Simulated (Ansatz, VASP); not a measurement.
## Cu in VASP and in Ansatz

```
Cu
1.0
     0.00000    1.77060    1.77060
     1.77060    0.00000    1.77060
     1.77060    1.77060    0.00000
Cu
1
Direct
  0.00000 0.00000 0.00000
```

Alike in both runs: task single point; functional BLYP; dispersion D4; k mesh 13 × 13 × 13; occupations fermi-dirac, width 0.05 eV; no spin polarisation.

```csv
,VASP,Ansatz
version,VASP 6.6.1,Ansatz 0.2.0
potentials or method,"VASP PAW PBE potentials, release 64 (Cu)",Ansatz PAW
plane-wave cutoff (eV),600,420
valence electrons in the cell,11,19
```

VASP gave:

| Item | Value |
| --- | --- |
| gap on the k mesh at the Fermi level (eV) | none |
| pressure (GPa) | 5.8 |

**Question.** What did Ansatz give for the same quantities?

**Answer.** gap on the k mesh at the Fermi level (eV): none; pressure (GPa): 5.1.

VASP's potentials were made for PBE, not for BLYP. A gap of «none» marks a metal or a gap that the smearing closes. VASP's potentials hold 11 valence electrons a cell and Ansatz's 19, so a difference there can come from the potentials and not from the codes.
